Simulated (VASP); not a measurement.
# BaZrO3 (Pm-3m) in VASP: further runs

The runs below take BaZrO3 through single point, relaxation of cell and atoms, with r2SCAN.

Program: VASP 6.6.1. These are calculated values, not measurements. Logs are shortened: lines on timing, memory, paths and dates and some standing lists are left out, and cuts for length are marked.

## (1) The cell of the first run

The structure is cubic, space group Pm-3m (No. 221). The conventional cell has a = 4.191 Å, b = 4.191 Å, c = 4.191 Å, α = 90.00°, β = 90.00°, γ = 90.00°. Within 3.9 Å of Ba (site symmetry m-3m) lie 12 O at 2.96 Å and 8 Zr at 3.63 Å. Zr (site symmetry m-3m) has 6 O at 2.10 Å within 2.8 Å. O (site symmetry 4/mmm) has 2 Zr at 2.10 Å within 2.8 Å.

## (2) Single point, r2SCAN

Contents of POSCAR:

```
BaZrO3
1.0
    4.1913400000      0.0000000000      0.0000000000
    0.0000000000      4.1913400000      0.0000000000
    0.0000000000      0.0000000000      4.1913400000
Ba Zr O
1 1 3
Direct
    0.0000000000      0.0000000000      0.0000000000
    0.5000000000      0.5000000000      0.5000000000
    0.0000000000      0.5000000000      0.5000000000
    0.5000000000      0.0000000000      0.5000000000
    0.5000000000      0.5000000000      0.0000000000
```

Contents of INCAR.step1:

```
SYSTEM = BaZrO3
PREC = Accurate
ENCUT = 660
ISMEAR = 0
SIGMA = 0.1
LREAL = .FALSE.
LASPH = .TRUE.
NELM = 120
NBANDS = 28
GGA = PE
ALGO = Normal
EDIFF = 1E-5
LWAVE = .TRUE.
LCHARG = .FALSE.
GGA_COMPAT = .FALSE.
```

Contents of INCAR.step2:

```
SYSTEM = BaZrO3
PREC = Accurate
ENCUT = 660
EDIFF = 1E-6
ISMEAR = 0
SIGMA = 0.1
LREAL = .FALSE.
LASPH = .TRUE.
NELM = 120
ALGO = Normal
ISIF = 2
LWAVE = .FALSE.
LCHARG = .FALSE.
METAGGA = R2SCAN
LMIXTAU = .TRUE.
NBANDS = 28
ISTART = 1
GGA_COMPAT = .FALSE.
```

Contents of KPOINTS:

```
Automatic mesh
0
G
  4 4 4
  0 0 0
```

Potentials or basis: VASP PAW PBE potentials, release 64 (Ba_sv, Zr_sv, O).

Command:

```bash
> cat potpaw_PBE.64/Ba_sv/POTCAR potpaw_PBE.64/Zr_sv/POTCAR potpaw_PBE.64/O/POTCAR > POTCAR
> cp INCAR.step1 INCAR
> mpirun -np 1 vasp_std > vasp.out
> cp INCAR.step2 INCAR
> mpirun -np 1 vasp_std > vasp.out
```

OUTCAR:

```text
SYSTEM = BaZrO3
   PREC = Accurate
   ENCUT = 660
   EDIFF = 1E-6
   ISMEAR = 0
   LREAL = .FALSE.
   LASPH = .TRUE.
   NELM = 120
   ISIF = 2
   METAGGA = R2SCAN
   ISTART = 1

 ion  position               nearest neighbor table
   1  0.000  0.000  0.000-   3 2.96   4 2.96   5 2.96   3 2.96   4 2.96   3 2.96   5 2.96   3 2.96
                             4 2.96   5 2.96   4 2.96   5 2.96   2 3.63   2 3.63   2 3.63   2 3.63
   2  0.500  0.500  0.500-   3 2.10   4 2.10   5 2.10   5 2.10   4 2.10   3 2.10   1 3.63   1 3.63
                             1 3.63   1 3.63   1 3.63   1 3.63   1 3.63   1 3.63
   3  0.000  0.500  0.500-   2 2.10   2 2.10   1 2.96   1 2.96   1 2.96   1 2.96
   4  0.500  0.000  0.500-   2 2.10   2 2.10   1 2.96   1 2.96   1 2.96   1 2.96
   5  0.500  0.500  0.000-   2 2.10   2 2.10   1 2.96   1 2.96   1 2.96   1 2.96

  LATTYP: Found a simple cubic cell.
 ALAT       =     4.1913400000

  Lattice vectors:

 A1 = (   4.1913400000,   0.0000000000,   0.0000000000)
 A2 = (   0.0000000000,   4.1913400000,   0.0000000000)
 A3 = (   0.0000000000,   0.0000000000,   4.1913400000)

Analysis of symmetry for initial positions (statically):
=====================================================================
 Subroutine PRICEL returns:
 Original cell was already a primitive cell.

 Routine SETGRP: Setting up the symmetry group for a
 simple cubic supercell.

 Subroutine GETGRP returns: Found 48 space group operations
 (whereof 48 operations were pure point group operations)
 out of a pool of 48 trial point group operations.

The static configuration has the point symmetry O_h .

Analysis of symmetry for dynamics (positions and initial velocities):
=====================================================================
 Subroutine PRICEL returns:
 Original cell was already a primitive cell.

 Routine SETGRP: Setting up the symmetry group for a
 simple cubic supercell.

 Subroutine GETGRP returns: Found 48 space group operations
 (whereof 48 operations were pure point group operations)
 out of a pool of 48 trial point group operations.

The dynamic configuration has the point symmetry O_h .

 Subroutine INISYM returns: Found 48 space group operations
 (whereof 48 operations are pure point group operations),
 and found     1 'primitive' translations

----------------------------------------------------------------------------------------

                                     Primitive cell

  volume of cell :      73.6307

  direct lattice vectors                    reciprocal lattice vectors
     4.191340000  0.000000000  0.000000000     0.238587182  0.000000000  0.000000000
     0.000000000  4.191340000  0.000000000     0.000000000  0.238587182  0.000000000
     0.000000000  0.000000000  4.191340000     0.000000000  0.000000000  0.238587182

  length of vectors
     4.191340000  4.191340000  4.191340000     0.238587182  0.238587182  0.238587182

  position of ions in fractional coordinates (direct lattice)
     0.000000000  0.000000000  0.000000000
     0.500000000  0.500000000  0.500000000
     0.000000000  0.500000000  0.500000000
     0.500000000  0.000000000  0.500000000
     0.500000000  0.500000000  0.000000000

  ion indices of the primitive-cell ions
   primitive index   ion index
                 1           1
                 2           2
                 3           3
                 4           4
                 5           5

----------------------------------------------------------------------------------------

 KPOINTS: Automatic mesh

Automatic generation of k-mesh.
 Grid dimensions read from file:
 generate k-points for:    4    4    4

 Generating k-lattice:

  Cartesian coordinates                     Fractional coordinates (reciprocal lattice)
     0.059646796  0.000000000  0.000000000     0.250000000  0.000000000  0.000000000
     0.000000000  0.059646796  0.000000000     0.000000000  0.250000000  0.000000000
     0.000000000  0.000000000  0.059646796     0.000000000  0.000000000  0.250000000

  Length of vectors
     0.059646796  0.059646796  0.059646796

  Shift w.r.t. Gamma in fractional coordinates (k-lattice)
     0.000000000  0.000000000  0.000000000

 Subroutine IBZKPT returns following result:
 ===========================================

 Found     10 irreducible k-points:

 Following reciprocal coordinates:
            Coordinates               Weight
  0.000000  0.000000  0.000000      1.000000
  0.250000  0.000000  0.000000      6.000000
  0.500000  0.000000  0.000000      3.000000
  0.250000  0.250000  0.000000     12.000000
  0.500000  0.250000  0.000000     12.000000
  0.500000  0.500000  0.000000      3.000000
  0.250000  0.250000  0.250000      8.000000
  0.500000  0.250000  0.250000     12.000000
  0.500000  0.500000  0.250000      6.000000
  0.500000  0.500000  0.500000      1.000000
   k-points           NKPTS =     10   k-points in BZ     NKDIM =     10   number of bands    NBANDS=     28
   number of dos      NEDOS =    301   number of ions     NIONS =      5
   total plane-waves  NPLWV =  46656
   dimension x,y,z NGX =    36 NGY =   36 NGZ =   36
   dimension x,y,z NGXF=    72 NGYF=   72 NGZF=   72
   ions per type =               1   1   3
   NGX,Y,Z   is equivalent  to a cutoff of  14.28, 14.28, 14.28 a.u.
   NGXF,Y,Z  is equivalent  to a cutoff of  28.56, 28.56, 28.56 a.u.
 SYSTEM =  BaZrO3
   PREC   = accura    normal or accurate (medium, high low for compatibility)
   ISTART =      1    job   : 0-new  1-cont  2-samecut
   ICHARG =      0    charge: 1-file 2-atom 10-const
   ISPIN  =      1    spin polarized calculation?
   LNONCOLLINEAR =      F non collinear calculations
   LSORBIT =      F    spin-orbit coupling
   LASPH  =      T    aspherical Exc in radial PAW
   ENCUT  =  660.0 eV  48.51 Ry    6.96 a.u.   8.78  8.78  8.78*2*pi/ulx,y,z
   NELM   =    120;   NELMIN=  2; NELMDL=  0     # of ELM steps
   EDIFF  = 0.1E-05   stopping-criterion for ELM
   LREAL  =      F    real-space projection
   EDIFFG = 0.1E-04   stopping-criterion for IOM
   NSW    =      0    number of steps for IOM
   IBRION =     -1    ionic relax: 0-MD 1-quasi-New 2-CG
   NFREE  =      0    steps in history (QN), initial steepest desc. (CG)
   ISIF   =      2    stress and relaxation
   ISYM   =      2    0-nonsym 1-usesym 2-fastsym
   POTIM  = 0.5000    time-step for ionic-motion
   TEBEG  =    0.0;   TEEND  =   0.0 temperature during run
   PSTRESS=    0.0 pullay stress
   NELECT =      40.0000    total number of electrons
   NUPDOWN=      -1.0000    fix difference up-down
   EMIN   =  10.00;   EMAX   =-10.00  energy-range for DOS
   EFERMI =   0.00;   METHOD = LEGACY
   ISMEAR =     0;   SIGMA  =   0.10  broadening in eV -4-tet -1-fermi 0-gaus
   EFERMI_NEDOS =   21; number of points for ismear=-14 and -15
   IALGO  =     38    algorithm
   IMIX   =      4    mixing-type and parameters
     AMIX     =   0.40;   BMIX     =  1.00
     AMIX_MAG =   1.60;   BMIX_MAG =  1.00
  volume/ion in A,a.u.               =      14.73        99.38
  Fermi-wavevector in a.u.,A,eV,Ry     =   1.335802  2.524299 24.277770  1.784366
  Thomas-Fermi vector in A             =   2.464478
   LORBIT       =      0    0 simple, 1 ext, 2 COOP (PROOUT), +10 PAW based schemes
   METAGGA = R2SCAN    functional components
   LHFCALC =     F    Hartree Fock is set to
   AEXX    =    0.0000 exact exchange contribution
   IVDW    =     0    specifies the selected vdW correction
   LEPSILON=     F    determine dielectric tensor
   LRPA    =     F    only Hartree local field effects (RPA)
 non-spin polarized calculation
 Gauss-broadening in eV      SIGMA  =   0.10
  energy-cutoff  :      660.00
  volume of cell :       73.63
 maximum number of plane-waves:      2897
 NGX is ok and might be reduce to    36
   NGX = 17   NGY = 17   NGZ = 17

 number of electron      40.0000010 magnetization

 Free energy of the ion-electron system (eV)
  ---------------------------------------------------
  ext. energy  EPLUGINS =         0.00000000
  ---------------------------------------------------
  free energy    TOTEN  =       -85.10208287 eV

  energy without entropy =      -85.10208287  energy(sigma->0) =      -85.10208287

 E-fermi :   3.9910     XC(G=0): -11.3891

 val. band max:        3.4840387818   @ k =   0.5000   0.5000   0.5000
 cond. band min:       7.1845325671   @ k =   0.0000   0.0000   0.0000
 fundamental gap:      3.7004937853
 Fermi energy:         3.9909533134

 k-point     1 :       0.0000    0.0000    0.0000
  band No.  band energies     occupation
      1     -45.0342      2.00000
      2     -22.5124      2.00000
      3     -22.4765      2.00000
      4     -22.4765      2.00000
      5     -22.4765      2.00000
      6     -13.8567      2.00000
[... 20 lines left out ...]
     27      11.4567      0.00000
     28      11.4567      0.00000

 k-point     2 :       0.2500    0.0000    0.0000
  band No.  band energies     occupation
      1     -45.0323      2.00000
      2     -22.7352      2.00000
      3     -22.4729      2.00000
      4     -22.4729      2.00000
      5     -22.3664      2.00000
      6     -13.9112      2.00000
[... 20 lines left out ...]
     27      11.4584      0.00000
     28      12.0124      0.00000

 k-point     3 :       0.5000    0.0000    0.0000
  band No.  band energies     occupation
      1     -45.0304      2.00000
      2     -22.8847      2.00000
      3     -22.4694      2.00000
      4     -22.4694      2.00000
      5     -22.3211      2.00000
      6     -14.0232      2.00000
[... 20 lines left out ...]
     27      11.4430      0.00000
     28      12.6868      0.00000

 k-point     4 :       0.2500    0.2500    0.0000
  band No.  band energies     occupation
      1     -45.0304      2.00000
      2     -22.7266      2.00000
      3     -22.6206      2.00000
      4     -22.4695      2.00000
      5     -22.3474      2.00000
      6     -13.8050      2.00000
[... 144 lines left out ...]
     27      11.7127      0.00000
     28      12.8823      0.00000

 k-point     9 :       0.5000    0.5000    0.2500
  band No.  band energies     occupation
      1     -45.0247      2.00000
      2     -22.7519      2.00000
      3     -22.7519      2.00000
      4     -22.6095      2.00000
      5     -22.3948      2.00000
      6     -13.1948      2.00000
[... 20 lines left out ...]
     27      12.2107      0.00000
     28      13.4829      0.00000

 k-point    10 :       0.5000    0.5000    0.5000
  band No.  band energies     occupation
      1     -45.0228      2.00000
      2     -22.7470      2.00000
      3     -22.7470      2.00000
      4     -22.7470      2.00000
      5     -22.3764      2.00000
      6     -12.6206      2.00000
[... 20 lines left out ...]
     27      13.2300      0.00000
     28      13.2300      0.00000

------------------------ aborting loop because EDIFF is reached ----------------------------------------

  FORCE on cell =-STRESS in cart. coord.  units (eV):
  Direction    XX          YY          ZZ          XY          YZ          ZX
  --------------------------------------------------------------------------------------
  -------------------------------------------------------------------------------------
  Total        1.1604172      1.1604172      1.1604172      0.0000000     -0.0000000      0.0000000
  in kB       25.2502712     25.2502712     25.2502712      0.0000000     -0.0000000      0.0000000
  external PRESSURE =      25.2502712 kB  Pullay stress =       0.0000000 kB

 VOLUME and BASIS-vectors are now :
 -----------------------------------------------------------------------------
  energy-cutoff  :      660.00
  volume of cell :       73.63
      direct lattice vectors                 reciprocal lattice vectors
     4.191340000  0.000000000  0.000000000     0.238587182  0.000000000  0.000000000
     0.000000000  4.191340000  0.000000000     0.000000000  0.238587182  0.000000000
     0.000000000  0.000000000  4.191340000     0.000000000  0.000000000  0.238587182

 POSITION                                       TOTAL-FORCE (eV/Angst)
 -----------------------------------------------------------------------------------
      0.00000      0.00000      0.00000         0.000000      0.000000      0.000000
      2.09567      2.09567      2.09567         0.000000      0.000000      0.000000
      0.00000      2.09567      2.09567         0.000000      0.000000      0.000000
      2.09567      0.00000      2.09567         0.000000      0.000000      0.000000
      2.09567      2.09567      0.00000         0.000000      0.000000      0.000000
 -----------------------------------------------------------------------------------
    total drift:                                0.000000      0.000000      0.000000

  FREE ENERGIE OF THE ION-ELECTRON SYSTEM (eV)
  ---------------------------------------------------
  free  energy   TOTEN  =       -85.1020828695 eV

  energy  without entropy=      -85.1020828695  energy(sigma->0) =      -85.10208287
```

Run time: 84 s. Hardware: 1 thread of AMD EPYC 7R13 (Zen 3), shared host; peak memory 0.2 GiB.

What came out:

* Free energy: -85.1021 eV
* Pressure: 2.5 GPa
* Band gap on the k mesh: 3.70 eV (least direct gap 3.95 eV)

Levels at points of the mesh, in eV from the valence-band top:
```
           k point  band 17  band 18  band 19  band 20  band 21  band 22  band 23  band 24
(0.00, 0.00, 0.00)    -1.01    -0.25    -0.25    -0.25     3.70     3.70     3.70     5.17
(0.50, 0.00, 0.00)    -1.73    -1.69    -0.48    -0.48     4.14     6.22     6.22     6.97
(0.50, 0.50, 0.00)    -0.94    -0.94    -0.82    -0.08     6.19     6.19     6.99     7.14
(0.50, 0.50, 0.50)    -2.56     0.00     0.00     0.00     6.63     6.63     6.63     7.54
```

Caveat: the PAW data sets were made with another functional, which shifts forces and pressure a little; spin-orbit coupling is left out, which moves the levels of the heavy elements. r2SCAN opens gaps a little over a GGA but as a rule still falls short of measured ones.

(Continued in part 2 of 2.)
